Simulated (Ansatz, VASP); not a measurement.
CuI: VASP beside Ansatz

```xyz
4
Lattice="3.7771 0.0000 0.0000 -1.8885 3.2710 0.0000 0.0000 0.0000 7.1024" Properties=species:S:1:pos:R:3 pbc="T T T"
I     0.0000    0.0000    0.0000
I     0.0000    0.0000    3.5512
Cu    0.0000    2.1807    1.7756
Cu    1.8885    1.0903    5.3268
```

Alike in both runs: task single point; functional LDA; k mesh 10 × 10 × 6; occupations fermi-dirac, width 0.08 eV; no spin polarisation.

```csv
,VASP,Ansatz
version,VASP 6.6.1,Ansatz 0.2.0
potentials or method,"VASP PAW LDA potentials, release 64 (I, Cu), cutoff 520 eV","all-electron LAPW, scalar-relativistic"
```

|  | VASP | Ansatz | Ansatz less VASP |
| --- | --- | --- | --- |
| pressure (GPa) | -0.5 | -0.6 | -0.15 |

LDA's correlation is that of Perdew and Zunger in VASP and of Perdew and Wang (1992) in Ansatz. Ansatz ran all-electron here, and VASP with PAW potentials.

Neither program's run includes spin-orbit coupling.
